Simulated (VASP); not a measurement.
# HfN in VASP: relaxation of the atoms with PBE+D3(BJ)

Aim: the relaxation of the atoms of HfN with PBE+D3(BJ).

All numbers are computed with VASP 6.6.1; they aren't measurements. Logs are shortened: lines on timing, memory, paths and dates and some standing lists are left out, and cuts for length are marked.

### Step 1. The cell of the first run

The cell holds a slab with vacuum, 24 atoms: a = 6.388 Å, b = 6.388 Å, c = 20.517 Å, α = 90.00°, β = 90.00°, γ = 90.00°.

### Step 2. Relaxation of the atoms, PBE+D3(BJ)

Contents of INCAR:

```
SYSTEM = HfN
ALGO = Normal
DIPOL = 0.5 0.5 0.500
EDIFF = 1E-6
EDIFFG = -0.03
ENCUT = 520
GGA = PE
IBRION = 2
IDIPOL = 3
ISIF = 2
ISMEAR = 0
IVDW = 12
KPAR = 2
LASPH = .True.
LCHARG = .False.
LDIPOL = .True.
LREAL = Auto
LWAVE = .False.
NELM = 100
NSW = 90
PREC = Accurate
SIGMA = 0.1
```

Contents of KPOINTS:

```
k-points
0
Gamma
  3 3 1
  0 0 0
```

Contents of POSCAR:

```
HfN
1.0
    6.3878118675      0.0000000000      0.0000000000
    0.0000000000      6.3878118675      0.0000000000
    0.0000000000      0.0000000000     20.5168650885
Hf N
12 12
Selective dynamics
Direct
    0.2500000000      0.2500000000      0.3899231177  F F F
    0.2500000000      0.7500000000      0.3899231177  F F F
    0.7500000000      0.2500000000      0.3899231177  F F F
    0.7500000000      0.7500000000      0.3899231177  F F F
    0.5000000000      0.5000000000      0.5000000000  T T T
    0.5000000000      0.0000000000      0.5000000000  T T T
    0.0000000000      0.5000000000      0.5000000000  T T T
    0.0000000000      0.0000000000      0.5000000000  T T T
    0.7500000000      0.7500000000      0.6100768823  T T T
    0.7500000000      0.2500000000      0.6100768823  T T T
    0.2500000000      0.7500000000      0.6100768823  T T T
    0.2500000000      0.2500000000      0.6100768823  T T T
    0.5000000000      0.5000000000      0.3899231177  F F F
    0.5000000000      0.0000000000      0.3899231177  F F F
    0.0000000000      0.5000000000      0.3899231177  F F F
    0.0000000000      0.0000000000      0.3899231177  F F F
    0.7500000000      0.7500000000      0.5000000000  T T T
    0.7500000000      0.2500000000      0.5000000000  T T T
    0.2500000000      0.7500000000      0.5000000000  T T T
    0.2500000000      0.2500000000      0.5000000000  T T T
    0.0000000000      0.0000000000      0.6100768823  T T T
    0.0000000000      0.5000000000      0.6100768823  T T T
    0.5000000000      0.0000000000      0.6100768823  T T T
    0.5000000000      0.5000000000      0.6100768823  T T T
```

Potentials or basis: VASP PAW PBE potentials, release 64 (Hf_pv, N).

Run with:

```bash
cat potpaw_PBE.64/Hf_pv/POTCAR potpaw_PBE.64/N/POTCAR > POTCAR
mpirun -np 4 vasp_std > vasp.out
```

OUTCAR:

```text
SYSTEM = HfN
   EDIFF = 1E-6
   EDIFFG = -0.03
   ENCUT = 520
   GGA = PE
   IBRION = 2
   ISIF = 2
   ISMEAR = 0
   IVDW = 12
   LASPH = .True.
   LREAL = Auto
   NELM = 100
   NSW = 90
   PREC = Accurate
 IVDW          = 12

 ion  position               nearest neighbor table
   1  0.250  0.250  0.390-  20 2.26  14 2.26  15 2.26  16 2.26  13 2.26   6 3.19   7 3.19   8 3.19
                             5 3.19   3 3.19   2 3.19   2 3.19   3 3.19
   2  0.250  0.750  0.390-  19 2.26  14 2.26  15 2.26  16 2.26  13 2.26   6 3.19   7 3.19   8 3.19
                             5 3.19   4 3.19   1 3.19   1 3.19   4 3.19
   3  0.750  0.250  0.390-  18 2.26  14 2.26  15 2.26  16 2.26  13 2.26   6 3.19   7 3.19   8 3.19
                             5 3.19   4 3.19   1 3.19   4 3.19   1 3.19
   4  0.750  0.750  0.390-  17 2.26  14 2.26  15 2.26  16 2.26  13 2.26   6 3.19   7 3.19   8 3.19
                             5 3.19   3 3.19   2 3.19   3 3.19   2 3.19
   5  0.500  0.500  0.500-  13 2.26  24 2.26  18 2.26  19 2.26  20 2.26  17 2.26  11 3.19  12 3.19
                             1 3.19   2 3.19   3 3.19   4 3.19   9 3.19  10 3.19   6 3.19   7 3.19
   6  0.500  0.000  0.500-  14 2.26  23 2.26  18 2.26  19 2.26  20 2.26  17 2.26  11 3.19  12 3.19
                             1 3.19   2 3.19   3 3.19   4 3.19   9 3.19  10 3.19   5 3.19   8 3.19
   7  0.000  0.500  0.500-  15 2.26  22 2.26  18 2.26  19 2.26  20 2.26  17 2.26  11 3.19  12 3.19
                             1 3.19   2 3.19   3 3.19   4 3.19   9 3.19  10 3.19   5 3.19   8 3.19
   8  0.000  0.000  0.500-  16 2.26  21 2.26  18 2.26  19 2.26  20 2.26  17 2.26  11 3.19  12 3.19
                             1 3.19   2 3.19   3 3.19   4 3.19   9 3.19  10 3.19   6 3.19   7 3.19
   9  0.750  0.750  0.610-  17 2.26  21 2.26  22 2.26  23 2.26  24 2.26   6 3.19   7 3.19   8 3.19
[... 26 lines left out ...]
 A1 = (   6.3878118675,   0.0000000000,   0.0000000000)
 A2 = (   0.0000000000,   6.3878118675,   0.0000000000)
 A3 = (   0.0000000000,   0.0000000000,  20.5168650885)

Analysis of symmetry for initial positions (statically):
=====================================================================
 Subroutine PRICEL returns following result:

  LATTYP: Found a simple tetragonal cell.
 ALAT       =     3.1939059337
 C/A-ratio  =     6.4237537091
[... 12 lines left out ...]
 Subroutine GETGRP returns: Found 16 space group operations
 (whereof 16 operations were pure point group operations)
 out of a pool of 16 trial point group operations.

The static configuration has the point symmetry D_4h.

Analysis of symmetry for dynamics (positions and initial velocities):
=====================================================================
 Subroutine PRICEL returns following result:

  LATTYP: Found a simple tetragonal cell.
 ALAT       =     3.1939059337
 C/A-ratio  =     6.4237537091
[... 12 lines left out ...]
 Subroutine GETGRP returns: Found 16 space group operations
 (whereof 16 operations were pure point group operations)
 out of a pool of 16 trial point group operations.

The dynamic configuration has the point symmetry D_4h.

Analysis of constrained symmetry for selective dynamics:
=====================================================================
 Subroutine PRICEL returns following result:

  LATTYP: Found a simple tetragonal cell.
 ALAT       =     3.1939059337
 C/A-ratio  =     6.4237537091
[... 12 lines left out ...]
 Subroutine GETGRP returns: Found  8 space group operations
 (whereof  8 operations were pure point group operations)
 out of a pool of 16 trial point group operations.

The constrained configuration has the point symmetry C_4v.

 Subroutine INISYM returns: Found  8 space group operations
 (whereof  8 operations are pure point group operations),
 and found     4 'primitive' translations

----------------------------------------------------------------------------------------

                                     Primitive cell

  volume of cell :     209.2933

  direct lattice vectors                    reciprocal lattice vectors
     3.193905934  0.000000000  0.000000000     0.313096259  0.000000000  0.000000000
     0.000000000  3.193905934  0.000000000     0.000000000  0.313096259  0.000000000
     0.000000000  0.000000000 20.516865089     0.000000000  0.000000000  0.048740390

  length of vectors
     3.193905934  3.193905934 20.516865089     0.313096259  0.313096259  0.048740390

  position of ions in fractional coordinates (direct lattice)
     0.500000000  0.500000000  0.389923118
     0.000000000  0.000000000  0.500000000
     0.500000000  0.500000000  0.610076882
     0.000000000  0.000000000  0.389923118
     0.500000000  0.500000000  0.500000000
     0.000000000  0.000000000  0.610076882
[... 60 lines left out ...]
   LREAL  =      T    real-space projection
   EDIFFG = -.3E-01   stopping-criterion for IOM
   NSW    =     90    number of steps for IOM
   IBRION =      2    ionic relax: 0-MD 1-quasi-New 2-CG
   NFREE  =      1    steps in history (QN), initial steepest desc. (CG)
   ISIF   =      2    stress and relaxation
   ISYM   =      2    0-nonsym 1-usesym 2-fastsym
   POTIM  = 0.5000    time-step for ionic-motion
   TEBEG  =    0.0;   TEEND  =   0.0 temperature during run
   PSTRESS=    0.0 pullay stress
   NELECT =     180.0000    total number of electrons
   NUPDOWN=      -1.0000    fix difference up-down
   EMIN   =  10.00;   EMAX   =-10.00  energy-range for DOS
   EFERMI =   0.00;   METHOD = LEGACY
   ISMEAR =     0;   SIGMA  =   0.10  broadening in eV -4-tet -1-fermi 0-gaus
   EFERMI_NEDOS =   21; number of points for ismear=-14 and -15
   IALGO  =     38    algorithm
   IMIX   =      4    mixing-type and parameters
     AMIX     =   0.40;   BMIX     =  1.00
     AMIX_MAG =   1.60;   BMIX_MAG =  1.00
  volume/ion in A,a.u.               =      34.88       235.40
  Fermi-wavevector in a.u.,A,eV,Ry     =   0.980755  1.853358 13.087180  0.961881
  Thomas-Fermi vector in A             =   2.111710
   LORBIT       =      0    0 simple, 1 ext, 2 COOP (PROOUT), +10 PAW based schemes
   GGA     = PE    functional components
   LHFCALC =     F    Hartree Fock is set to
   AEXX    =    0.0000 exact exchange contribution
   IVDW    =    12    specifies the selected vdW correction
   LEPSILON=     F    determine dielectric tensor
   LRPA    =     F    only Hartree local field effects (RPA)
 conjugate gradient relaxation of ions
 non-spin polarized calculation
 Gauss-broadening in eV      SIGMA  =   0.10
  energy-cutoff  :      520.00
  volume of cell :      837.17
 maximum number of plane-waves:     22593
 NGX is ok and might be reduce to    48
   NGX = 23   NGY = 23   NGZ = 77

--------------------------------------- Ionic step        1  -------------------------------------------

 number of electron     179.9999972 magnetization

 Free energy of the ion-electron system (eV)
  ---------------------------------------------------
  ext. energy  EPLUGINS =         0.00000000
  ---------------------------------------------------
  free energy    TOTEN  =      -252.81709194 eV

  energy without entropy =     -252.76447763  energy(sigma->0) =     -252.79078479

------------------------ aborting loop because EDIFF is reached ----------------------------------------

 Edisp (eV)   -6.00132

 E8    (eV) :    -2.9015
[... 47 lines left out ...]
  FREE ENERGIE OF THE ION-ELECTRON SYSTEM (eV)
  ---------------------------------------------------
  free  energy   TOTEN  =      -258.8184075960 eV

  energy  without entropy=     -258.7657932857  energy(sigma->0) =     -258.79210044

 dipolmoment           0.000000      0.000000      0.077532 electrons x Angstroem

--------------------------------------- Ionic step        2  -------------------------------------------

 number of electron     179.9999978 magnetization

------------------------ aborting loop because EDIFF is reached ----------------------------------------

 vacuum level on the upper side and lower side of the slab       (xc-potential included)        -0.500        -0.096

 Edisp (eV)   -6.02625

 E8    (eV) :    -2.9170

  FORCE on cell =-STRESS in cart. coord.  units (eV):
  Direction    XX          YY          ZZ          XY          YZ          ZX
  --------------------------------------------------------------------------------------
  -------------------------------------------------------------------------------------
  Total     -24.38067   -24.38067    -8.30717     0.00000    -0.00000     0.00000
  in kB     -46.65960   -46.65960   -15.89822     0.00000    -0.00000     0.00000
  external pressure =      -36.41 kB  Pullay stress =        0.00 kB
[... 101 lines left out ...]
  FREE ENERGIE OF THE ION-ELECTRON SYSTEM (eV)
  ---------------------------------------------------
  free  energy   TOTEN  =      -259.3832425312 eV

  energy  without entropy=     -259.3748930186  energy(sigma->0) =     -259.37906777

[... ionic steps 4 to 9 ...]

--------------------------------------- Ionic step       10  -------------------------------------------

 number of electron     179.9999963 magnetization

------------------------ aborting loop because EDIFF is reached ----------------------------------------
[... 119 lines left out ...]
--------------------------------------- Ionic step       12  -------------------------------------------

 number of electron     179.9999961 magnetization

 dipolmoment           0.000000      0.000000     -0.123119 electrons x Angstroem

 Free energy of the ion-electron system (eV)
  ---------------------------------------------------
  ext. energy  EPLUGINS =         0.00000000
  ---------------------------------------------------
  free energy    TOTEN  =      -253.43961620 eV

  energy without entropy =     -253.42724188  energy(sigma->0) =     -253.43342904

 E-fermi :   1.0223     XC(G=0):  -5.2549

 val. band max:        0.9018647929   @ k =   0.3333   0.0000   0.0000
 cond. band min:       1.1516259393   @ k =   0.3333   0.0000   0.0000
 fundamental gap:      0.2497611464
 Fermi energy:         1.0223220518

 k-point     1 :       0.0000    0.0000    0.0000
  band No.  band energies     occupation
      1     -31.2789      2.00000
      2     -31.2789      2.00000
      3     -31.2081      2.00000
      4     -31.2081      2.00000
      5     -31.1914      2.00000
      6     -31.0846      2.00000
[... 304 lines left out ...]
    101       2.4896      0.00000
    102       2.4896      0.00000
 [bands above 102 left out]

------------------------ aborting loop because EDIFF is reached ----------------------------------------

 vacuum level on the upper side and lower side of the slab       (xc-potential included)        -0.475         0.021

 Edisp (eV)   -6.06162

 E8    (eV) :    -2.9370

  FORCE on cell =-STRESS in cart. coord.  units (eV):
  Direction    XX          YY          ZZ          XY          YZ          ZX
  --------------------------------------------------------------------------------------
  -------------------------------------------------------------------------------------
  Total     -23.59785   -23.59785    -0.39842     0.00000    -0.00000    -0.00000
  in kB     -45.16143   -45.16143    -0.76250     0.00000    -0.00000    -0.00000
  external pressure =      -30.36 kB  Pullay stress =        0.00 kB
[... 39 lines left out ...]
  FREE ENERGIE OF THE ION-ELECTRON SYSTEM (eV)
  ---------------------------------------------------
  free  energy   TOTEN  =      -259.5012336157 eV

  energy  without entropy=     -259.4888593003  energy(sigma->0) =     -259.49504646

 reached required accuracy - stopping structural energy minimisation

 vacuum level on the upper side and lower side of the slab         3.316         3.829
```

Wall time 46 min (4 MPI ranks of AMD EPYC 7R43 (Zen 3), shared host); peak memory 0.54 GiB.

Results:

```yaml
Free_energy: -259.5012 eV
Energy_gained_by_relaxing: 28.5 meV/atom
Ionic_steps: 12
Band_gap_on_the_k_mesh: 0.25 eV
Dispersion_energy_per_atom: -0.253 eV
```

The path:
```
step  energy change (eV)  largest force on free atoms (eV/Å)  pressure (GPa)
   1              0.0000                              1.5867           -3.96
   2             -0.4949                              0.6604           -3.64
   3             -0.5648                              0.6784           -3.42
   4             -0.6415                              0.3520           -3.45
   5             -0.6630                              0.1859           -3.45
   6             -0.6711                              0.1067           -3.37
   7             -0.6747                              0.1247           -3.29
   8             -0.6805                              0.0791           -3.17
   9             -0.6821                              0.0512           -3.08
  10             -0.6821                              0.0505           -3.06
  11             -0.6828                              0.0300           -3.03
  12             -0.6828                              0.0181           -3.04
```

Final structure:
```cif
data_structure
_symmetry_space_group_name_H-M 'P 1'
_symmetry_Int_Tables_number 1
_cell_length_a 6.3878
_cell_length_b 6.3878
_cell_length_c 20.5169
_cell_angle_alpha 90.000
_cell_angle_beta 90.000
_cell_angle_gamma 90.000
_cell_volume 837.17
loop_
_atom_site_label
_atom_site_type_symbol
_atom_site_fract_x
_atom_site_fract_y
_atom_site_fract_z
_atom_site_occupancy
Hf1 Hf 0.25000 0.25000 0.38992 1
Hf2 Hf 0.25000 0.75000 0.38992 1
Hf3 Hf 0.75000 0.25000 0.38992 1
Hf4 Hf 0.75000 0.75000 0.38992 1
Hf5 Hf 0.50000 0.50000 0.49858 1
Hf6 Hf 0.50000 0.00000 0.49858 1
Hf7 Hf 0.00000 0.50000 0.49858 1
Hf8 Hf 0.00000 0.00000 0.49858 1
Hf9 Hf 0.75000 0.75000 0.60250 1
Hf10 Hf 0.75000 0.25000 0.60250 1
Hf11 Hf 0.25000 0.75000 0.60250 1
Hf12 Hf 0.25000 0.25000 0.60250 1
N1 N 0.50000 0.50000 0.38992 1
N2 N 0.50000 0.00000 0.38992 1
N3 N 0.00000 0.50000 0.38992 1
N4 N 0.00000 0.00000 0.38992 1
N5 N 0.75000 0.75000 0.49603 1
N6 N 0.75000 0.25000 0.49603 1
N7 N 0.25000 0.75000 0.49603 1
N8 N 0.25000 0.25000 0.49603 1
N9 N 0.00000 0.00000 0.61253 1
N10 N 0.00000 0.50000 0.61253 1
N11 N 0.50000 0.00000 0.61253 1
N12 N 0.50000 0.50000 0.61253 1
```

Caveat: spin-orbit coupling is left out, which moves the levels of the heavy elements.
